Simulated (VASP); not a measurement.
Wanted: the native input for a VASP 6.6.1 run.

```
Task                   : single point
Functional             : LDA
Potentials or basis    : VASP PAW LDA potentials, release 64 (Cl, Li_sv)
Cutoff                 : 520 eV
k mesh                 : 14 × 14 × 14
Occupations            : fermi-dirac, width 0.02 eV
Spin                   : no spin polarisation
Dipole correction      : no
Further INCAR settings : ALGO = Normal; EDIFF = 1e-06; NBANDS = 12
```

The structure of LiCl lies in POSCAR:

```
LiCl
1.0
    0.0000000000      2.5124130641      2.5124130641
    2.5124130641      0.0000000000      2.5124130641
    2.5124130641      2.5124130641      0.0000000000
Cl Li
1 1
Direct
    0.5000000000      0.5000000000      0.5000000000
    0.0000000000      0.0000000000      0.0000000000
```

The input as run:

INCAR

```
SYSTEM = LiCl
PREC = Accurate
ENCUT = 520
EDIFF = 1E-6
ISMEAR = -1
SIGMA = 0.02
LREAL = .False.
LASPH = .True.
NELM = 80
ALGO = Normal
ISIF = 2
LWAVE = .False.
LCHARG = .False.
GGA = CA
NBANDS = 12
```

KPOINTS

```
Automatic mesh
0
Gamma
  14 14 14
  0 0 0
```

Potentials or basis: VASP PAW LDA potentials, release 64 (Cl, Li_sv).

Launch:

```bash
$ cat potpaw_LDA.64/Cl/POTCAR potpaw_LDA.64/Li_sv/POTCAR > POTCAR
$ mpirun -np 1 vasp_std > vasp.out
```

It gave:

| Item | Value |
| --- | --- |
| Band gap on the k mesh | 6.37 eV (least direct gap 6.38 eV) |

It took 13 s on 1 thread of Intel(R) Xeon(R) 6975P-C (Granite Rapids) (shared host), peak memory 0.15 GiB.
